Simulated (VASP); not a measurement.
# Ta (P-1) in VASP: a series of runs

Ta is run at these levels: PBEsol; tasks: single point.

Program: VASP 6.6.1. These are calculated values, not measurements. Logs are shortened: lines on timing, memory, paths and dates and some standing lists are left out, and cuts for length are marked.

### Step 1. The cell of the first run

The typed cell holds 2 atoms: a = 3.049 Å, b = 3.013 Å, c = 5.226 Å, α = 94.33°, β = 90.69°, γ = 127.27°.

### Step 2. Single point, PBEsol (atoms moved at random and the cell strained at random)

The input, INCAR:

```
SYSTEM = Ta
  PREC = Accurate
  ENCUT = 520
  EDIFF = 1E-7
  ISMEAR = 0
  SIGMA = 0.15
  LREAL = .False.
  LASPH = .True.
  NELM = 60
  ALGO = Fast
  ISIF = 2
  LWAVE = .False.
  LCHARG = .False.
  GGA = PS
  NBANDS = 18
```

The input, KPOINTS:

```
regular mesh
0
Gamma
  12 12 8
  0 0 0
```

The input, POSCAR:

```
Ta
1.0
    3.0439065440     -0.1818181246     -0.0224653275
   -1.6794123868      2.4988088558     -0.1158154375
   -0.0398963652     -0.2605302303      5.2197310864
Ta
2
Direct
    0.8924816651      0.5786225620      0.7598050444
    0.1075183349      0.4213774380      0.2401949556
```

Potentials or basis: VASP PAW PBE potentials, release 64 (Ta_pv).

Run with:

```
$ cat potpaw_PBE.64/Ta_pv/POTCAR > POTCAR
$ mpirun -np 1 vasp_std > vasp.out
```

OUTCAR:

```text
SYSTEM = Ta
   PREC = Accurate
   ENCUT = 520
   EDIFF = 1E-7
   ISMEAR = 0
   LREAL = .False.
   LASPH = .True.
   NELM = 60
   ISIF = 2
   GGA = PS

 ion  position               nearest neighbor table
   1  0.892  0.579  0.760-   2 2.73   2 2.87   2 3.19   2 3.35   2 3.41
   2  0.108  0.421  0.240-   1 2.73   1 2.87   1 3.19   1 3.35   1 3.41

  LATTYP: Found a triclinic cell.
 ALAT       =     2.6924731983
 B/A-ratio  =     1.1325700955
 C/A-ratio  =     1.9411079719
 COS(alpha) =     0.0120053847
 COS(beta)  =     0.0980588086
 COS(gamma) =     0.4549349309

  Lattice vectors:

 A1 = (   1.3644941572,   2.3169907312,  -0.1382807650)
 A2 = (   3.0439065440,  -0.1818181246,  -0.0224653275)
 A3 = (   0.0398963652,   0.2605302303,  -5.2197310864)

Analysis of symmetry for initial positions (statically):
=====================================================================
 Subroutine PRICEL returns:
 Original cell was already a primitive cell.

 Routine SETGRP: Setting up the symmetry group for a
 triclinic supercell.

 Subroutine GETGRP returns: Found  2 space group operations
 (whereof  2 operations were pure point group operations)
 out of a pool of  2 trial point group operations.

The static configuration has the point symmetry S_2 .

Analysis of symmetry for dynamics (positions and initial velocities):
=====================================================================
 Subroutine PRICEL returns:
 Original cell was already a primitive cell.

 Routine SETGRP: Setting up the symmetry group for a
 triclinic supercell.

 Subroutine GETGRP returns: Found  2 space group operations
 (whereof  2 operations were pure point group operations)
 out of a pool of  2 trial point group operations.

The dynamic configuration has the point symmetry S_2 .

 Subroutine INISYM returns: Found  2 space group operations
 (whereof  2 operations are pure point group operations),
 and found     1 'primitive' translations

----------------------------------------------------------------------------------------

                                     Primitive cell

  volume of cell :      38.0034

  direct lattice vectors                    reciprocal lattice vectors
     3.043906544 -0.181818125 -0.022465327     0.342414871  0.230787155  0.014136387
    -1.679412387  2.498808856 -0.115815438     0.025126543  0.418053862  0.021058197
    -0.039896365 -0.260530230  5.219731086     0.002031236  0.010269073  0.192108832

  length of vectors
     3.049414627  3.012952850  5.226381189     0.413171263  0.419337361  0.192393823

  position of ions in fractional coordinates (direct lattice)
     0.892481665  0.578622562  0.759805044
     0.107518335  0.421377438  0.240194956

  ion indices of the primitive-cell ions
   primitive index   ion index
                 1           1
                 2           2

----------------------------------------------------------------------------------------

 KPOINTS: regular mesh

Automatic generation of k-mesh.
 Grid dimensions read from file:
 generate k-points for:   12   12    8

 Generating k-lattice:

  Cartesian coordinates                     Fractional coordinates (reciprocal lattice)
     0.028534573  0.019232263  0.001178032     0.083333333  0.000000000  0.000000000
     0.002093879  0.034837822  0.001754850     0.000000000  0.083333333 -0.000000000
     0.000253904  0.001283634  0.024013604     0.000000000  0.000000000  0.125000000

  Length of vectors
     0.034430939  0.034944780  0.024049228

  Shift w.r.t. Gamma in fractional coordinates (k-lattice)
     0.000000000  0.000000000  0.000000000

 Subroutine IBZKPT returns following result:
 ===========================================

 Found    580 irreducible k-points:

 Following reciprocal coordinates:
            Coordinates               Weight
  0.000000  0.000000  0.000000      1.000000
  0.083333 -0.000000  0.000000      2.000000
  0.166667  0.000000  0.000000      2.000000
  0.250000 -0.000000  0.000000      2.000000
  0.333333  0.000000  0.000000      2.000000
  0.416667  0.000000  0.000000      2.000000
[... 16 lines left out ...]
  0.250000  0.166667  0.000000      2.000000
  0.333333  0.166667  0.000000      2.000000
 [... further k-points ...]
   k-points           NKPTS =    580   k-points in BZ     NKDIM =    580   number of bands    NBANDS=     18
   number of dos      NEDOS =    301   number of ions     NIONS =      2
   total plane-waves  NPLWV =  23040
   dimension x,y,z NGX =    24 NGY =   24 NGZ =   40
   dimension x,y,z NGXF=    48 NGYF=   48 NGZF=   80
   ions per type =               2
   NGX,Y,Z   is equivalent  to a cutoff of  13.08, 13.24, 12.72 a.u.
   NGXF,Y,Z  is equivalent  to a cutoff of  26.17, 26.48, 25.45 a.u.
 SYSTEM =  Ta
   PREC   = accura    normal or accurate (medium, high low for compatibility)
   ISTART =      0    job   : 0-new  1-cont  2-samecut
   ICHARG =      2    charge: 1-file 2-atom 10-const
   ISPIN  =      1    spin polarized calculation?
   LNONCOLLINEAR =      F non collinear calculations
   LSORBIT =      F    spin-orbit coupling
   LASPH  =      T    aspherical Exc in radial PAW
   ENCUT  =  520.0 eV  38.22 Ry    6.18 a.u.   5.67  5.60  9.72*2*pi/ulx,y,z
   NELM   =     60;   NELMIN=  2; NELMDL= -5     # of ELM steps
   EDIFF  = 0.1E-06   stopping-criterion for ELM
   LREAL  =      F    real-space projection
   EDIFFG = 0.1E-05   stopping-criterion for IOM
   NSW    =      0    number of steps for IOM
   IBRION =     -1    ionic relax: 0-MD 1-quasi-New 2-CG
   NFREE  =      0    steps in history (QN), initial steepest desc. (CG)
   ISIF   =      2    stress and relaxation
   ISYM   =      2    0-nonsym 1-usesym 2-fastsym
   POTIM  = 0.5000    time-step for ionic-motion
   TEBEG  =    0.0;   TEEND  =   0.0 temperature during run
   PSTRESS=    0.0 pullay stress
   NELECT =      22.0000    total number of electrons
   NUPDOWN=      -1.0000    fix difference up-down
   EMIN   =  10.00;   EMAX   =-10.00  energy-range for DOS
   EFERMI =   0.00;   METHOD = LEGACY
   ISMEAR =     0;   SIGMA  =   0.15  broadening in eV -4-tet -1-fermi 0-gaus
   EFERMI_NEDOS =   21; number of points for ismear=-14 and -15
   IALGO  =     68    algorithm
   IMIX   =      4    mixing-type and parameters
     AMIX     =   0.40;   BMIX     =  1.00
     AMIX_MAG =   1.60;   BMIX_MAG =  1.00
  volume/ion in A,a.u.               =      19.00       128.23
  Fermi-wavevector in a.u.,A,eV,Ry     =   1.364399  2.578341 25.328408  1.861585
  Thomas-Fermi vector in A             =   2.490718
   LORBIT       =      0    0 simple, 1 ext, 2 COOP (PROOUT), +10 PAW based schemes
   GGA     = PS    functional components
   LHFCALC =     F    Hartree Fock is set to
   AEXX    =    0.0000 exact exchange contribution
   IVDW    =     0    specifies the selected vdW correction
   LEPSILON=     F    determine dielectric tensor
   LRPA    =     F    only Hartree local field effects (RPA)
 non-spin polarized calculation
 RMM-DIIS sequential band-by-band and
 Gauss-broadening in eV      SIGMA  =   0.15
  energy-cutoff  :      520.00
  volume of cell :       38.00
 maximum number of plane-waves:      1042
   NGX = 11   NGY = 11   NGZ = 19

 number of electron      22.0000000 magnetization

 Free energy of the ion-electron system (eV)
  ---------------------------------------------------
  ext. energy  EPLUGINS =         0.00000000
  ---------------------------------------------------
  free energy    TOTEN  =       -24.33730217 eV

  energy without entropy =      -24.31302347  energy(sigma->0) =      -24.32516282

 E-fermi :   5.1107     XC(G=0): -12.4160

 val. band max:        5.1098551130   @ k =  -0.3333  -0.0833   0.1250
 cond. band min:       5.1120148224   @ k =  -0.0833   0.2500   0.5000
 fundamental gap:      0.0021597094
 Fermi energy:         5.1106694989

 k-point     1 :       0.0000    0.0000    0.0000
  band No.  band energies     occupation
      1     -29.4040      2.00000
      2     -28.4738      2.00000
      3     -28.4007      2.00000
      4     -28.3548      2.00000
      5     -28.0397      2.00000
      6     -27.9923      2.00000
[... 10 lines left out ...]
     17       9.8336      0.00000
     18      10.6222      0.00000

 k-point     2 :       0.0833   -0.0000    0.0000
  band No.  band energies     occupation
      1     -29.3842      2.00000
      2     -28.4860      2.00000
      3     -28.4039      2.00000
      4     -28.3631      2.00000
      5     -28.1409      2.00000
      6     -28.0890      2.00000
[... 10 lines left out ...]
     17       9.7883      0.00000
     18      10.5305      0.00000

 k-point     3 :       0.1667    0.0000    0.0000
  band No.  band energies     occupation
      1     -29.3292      2.00000
      2     -28.5353      2.00000
      3     -28.4878      2.00000
      4     -28.3907      2.00000
      5     -28.3365      2.00000
      6     -28.3237      2.00000
[... 10 lines left out ...]
     17       9.3250      0.00000
     18      11.3393      0.00000

 k-point     4 :       0.2500   -0.0000    0.0000
  band No.  band energies     occupation
      1     -29.2528      2.00000
      2     -28.8375      2.00000
      3     -28.7368      2.00000
      4     -28.5059      2.00000
      5     -28.4412      2.00000
      6     -28.3283      2.00000
[... 10 lines left out ...]
     17       9.0174      0.00000
     18      12.3572      0.00000

 k-point     5 :       0.3333    0.0000    0.0000
  band No.  band energies     occupation
      1     -29.1916      2.00000
      2     -29.1717      2.00000
      3     -29.0566      2.00000
      4     -28.5512      2.00000
      5     -28.4854      2.00000
      6     -28.3113      2.00000
[... 10 lines left out ...]
     17       9.7367      0.00000
     18      12.9482      0.00000

 k-point     6 :       0.4167    0.0000    0.0000
  band No.  band energies     occupation
      1     -29.4370      2.00000
      2     -29.2932      2.00000
      3     -29.1131      2.00000
      4     -28.5760      2.00000
      5     -28.5175      2.00000
      6     -28.2983      2.00000
[... 10 lines left out ...]
     17      11.3637      0.00000
     18      13.2007      0.00000

 k-point     7 :       0.5000   -0.0000    0.0000
  band No.  band energies     occupation
      1     -29.5264      2.00000
      2     -29.3769      2.00000
      3     -29.0918      2.00000
      4     -28.5843      2.00000
      5     -28.5294      2.00000
      6     -28.2936      2.00000
[... 10 lines left out ...]
     17      12.1556      0.00000
     18      13.1191      0.00000

 k-point     8 :       0.0000    0.0833    0.0000
  band No.  band energies     occupation
      1     -29.3836      2.00000
      2     -28.4900      2.00000
      3     -28.4099      2.00000
      4     -28.3573      2.00000
      5     -28.1425      2.00000
      6     -28.0894      2.00000
[... 10 lines left out ...]
     17       9.8868      0.00000
     18      10.5001      0.00000
[... 229 lines left out ...]
     17      10.3466      0.00000
     18      10.7125      0.00000

 k-point    20 :       0.0000    0.1667    0.0000
  band No.  band energies     occupation
      1     -29.3278      2.00000
      2     -28.5494      2.00000
      3     -28.4902      2.00000
      4     -28.3738      2.00000
      5     -28.3505      2.00000
      6     -28.3322      2.00000
[... 10 lines left out ...]
     17       9.4570      0.00000
     18      11.2601      0.00000

 k-point    21 :       0.0833    0.1667    0.0000
  band No.  band energies     occupation
      1     -29.2739      2.00000
      2     -28.7864      2.00000
      3     -28.6890      2.00000
      4     -28.4991      2.00000
      5     -28.4251      2.00000
      6     -28.3189      2.00000
[... 10 lines left out ...]
     17       9.6802      0.00000
     18      11.5402      0.00000

 k-point    22 :       0.1667    0.1667    0.0000
  band No.  band energies     occupation
      1     -29.2131      2.00000
      2     -29.1204      2.00000
      3     -29.0064      2.00000
      4     -28.5195      2.00000
      5     -28.4579      2.00000
      6     -28.2980      2.00000
[... 10 lines left out ...]
     17       9.6639      0.00000
     18      12.3722      0.00000

 k-point    23 :       0.2500    0.1667    0.0000
  band No.  band energies     occupation
      1     -29.3792      2.00000
      2     -29.2629      2.00000
      3     -29.1241      2.00000
      4     -28.5655      2.00000
      5     -28.5163      2.00000
      6     -28.2876      2.00000
[... 10 lines left out ...]
     17      11.7649      0.00000
     18      13.1856      0.00000

 k-point    24 :       0.3333    0.1667    0.0000
  band No.  band energies     occupation
      1     -29.4876      2.00000
      2     -29.3537      2.00000
      3     -29.0885      2.00000
      4     -28.6287      2.00000
      5     -28.5834      2.00000
      6     -28.2911      2.00000
[... 10 lines left out ...]
     17      13.0503      0.00000
     18      14.2673      0.00000

 [... further k-points ...]

------------------------ aborting loop because EDIFF is reached ----------------------------------------

  FORCE on cell =-STRESS in cart. coord.  units (eV):
  Direction    XX          YY          ZZ          XY          YZ          ZX
  --------------------------------------------------------------------------------------
  -------------------------------------------------------------------------------------
  Total       -1.6841617     -0.3573424     -2.4047403      1.0335654     -0.9489257     -0.5070369
  in kB      -71.0021768    -15.0651123   -101.3808808     43.5738408    -40.0055338    -21.3760513
  external PRESSURE =     -62.4827233 kB  Pullay stress =       0.0000000 kB

 VOLUME and BASIS-vectors are now :
 -----------------------------------------------------------------------------
  energy-cutoff  :      520.00
  volume of cell :       38.00
      direct lattice vectors                 reciprocal lattice vectors
     3.043906544 -0.181818125 -0.022465327     0.342414871  0.230787155  0.014136387
    -1.679412387  2.498808856 -0.115815438     0.025126543  0.418053862  0.021058197
    -0.039896365 -0.260530230  5.219731086     0.002031236  0.010269073  0.192108832

 POSITION                                       TOTAL-FORCE (eV/Angst)
 -----------------------------------------------------------------------------------
      1.71457      1.08565      3.87891        -0.734659      0.401461     -0.828582
     -0.38997      0.97081      1.20254         0.734659     -0.401461      0.828582
 -----------------------------------------------------------------------------------
    total drift:                                0.000000      0.000000      0.000000

  FREE ENERGIE OF THE ION-ELECTRON SYSTEM (eV)
  ---------------------------------------------------
  free  energy   TOTEN  =       -24.3373021673 eV

  energy  without entropy=      -24.3130234677  energy(sigma->0) =      -24.32516282
```

It used 290 s of CPU time on 1 thread of Intel(R) Xeon(R) Platinum 8488C (Sapphire Rapids), on a shared host.

What came out:

```
Free energy            : -24.3373 eV
Pressure               : -6.2 GPa
Largest force          : 1.178 eV/Å
Band gap on the k mesh : zero (bands 11 and 12 overlap by 1.79 eV)
```

Forces on the atoms (eV/Å):
```
Ta  -0.735  0.401 -0.829
Ta   0.735 -0.401  0.829
```

Caveat: the cell differs from its parent crystal (atoms moved at random and the cell strained at random); the cell stands under tension; the PAW data sets were made with another functional, which shifts forces and pressure a little; spin-orbit coupling is left out, which moves the levels of the heavy elements.

### Step 3. Single point, PBEsol

The input, INCAR:

```
SYSTEM = Ta
PREC = Accurate ; ENCUT = 520
EDIFF = 1E-6 ; ISMEAR = 0
SIGMA = 0.15 ; LREAL = .FALSE.
LASPH = .TRUE. ; NELM = 80
ALGO = Fast ; ISIF = 2
LWAVE = .FALSE. ; LCHARG = .FALSE.
GGA = PS ; NBANDS = 18
```

The input, KPOINTS:

```
regular mesh
0
G
  12 12 8
  0 0 0
```

The input, POSCAR:

```
Ta
1.0
    3.0439065440     -0.1818181246     -0.0224653275
   -1.6794123868      2.4988088558     -0.1158154375
   -0.0398963652     -0.2605302303      5.2197310864
Ta
2
Direct
    0.7515961372      0.5021451226      0.7498186131
    0.2484038628      0.4978548774      0.2501813869
```

Potentials or basis: VASP PAW PBE potentials, release 64 (Ta_pv).

Run with:

```
$ cat potpaw_PBE.64/Ta_pv/POTCAR > POTCAR
$ mpirun -np 1 vasp_std > vasp.out
```

It used 240 s of CPU time on 1 thread of Intel(R) Xeon(R) Platinum 8488C (Sapphire Rapids), with other jobs on the host.

Results (log left out):

```
Free energy            : -24.7066 eV
Pressure               : -9.3 GPa
Largest force          : 0.008 eV/Å
Band gap on the k mesh : zero (bands 11 and 12 overlap by 2.61 eV)
```

Forces on the atoms (eV/Å):
```
Ta  -0.002 -0.008  0.003
Ta   0.002  0.008 -0.003
```

Stress tensor (GPa, compression positive):
```
 -3.04   5.61  -0.71
  5.61  -6.57   3.00
 -0.71   3.00 -18.34
```

Levels at points of the mesh, in eV from the Fermi level:
| k point | band 7 | band 8 | band 9 | band 10 | band 11 | band 12 | band 13 | band 14 | band 15 | band 16 |
| --- | --- | --- | --- | --- | --- | --- | --- | --- | --- | --- |
| (0.00, 0.00, 0.00) | -7.88 | -4.63 | -0.98 | -0.84 | 0.06 | 0.52 | 1.79 | 2.75 | 2.90 | 4.77 |
| (0.50, 0.00, 0.00) | -3.25 | -3.24 | -1.97 | -1.92 | 0.08 | 0.09 | 2.47 | 2.53 | 5.81 | 5.82 |
| (0.00, 0.50, 0.00) | -4.26 | -3.95 | -3.42 | 0.11 | 1.07 | 1.22 | 3.40 | 5.41 | 5.48 | 5.64 |
| (0.50, 0.50, 0.00) | -3.54 | -3.54 | -1.98 | -1.95 | -0.95 | -0.93 | 4.07 | 4.13 | 6.51 | 6.52 |
| (0.00, 0.00, 0.50) | -6.09 | -6.08 | -1.04 | -1.04 | -0.39 | -0.39 | 2.86 | 2.87 | 3.35 | 3.37 |
| (0.50, 0.00, 0.50) | -4.19 | -4.16 | -2.51 | -1.34 | 1.68 | 2.02 | 2.91 | 3.54 | 5.35 | 5.49 |
| (0.00, 0.50, 0.50) | -3.25 | -3.24 | -2.26 | -2.24 | 1.05 | 1.06 | 2.13 | 2.15 | 6.09 | 6.11 |
| (0.50, 0.50, 0.50) | -4.41 | -4.37 | -2.74 | -1.85 | 0.83 | 1.23 | 3.38 | 5.14 | 5.81 | 6.17 |

Caveat: the cell stands under tension; the PAW data sets were made with another functional, which shifts forces and pressure a little; spin-orbit coupling is left out, which moves the levels of the heavy elements.
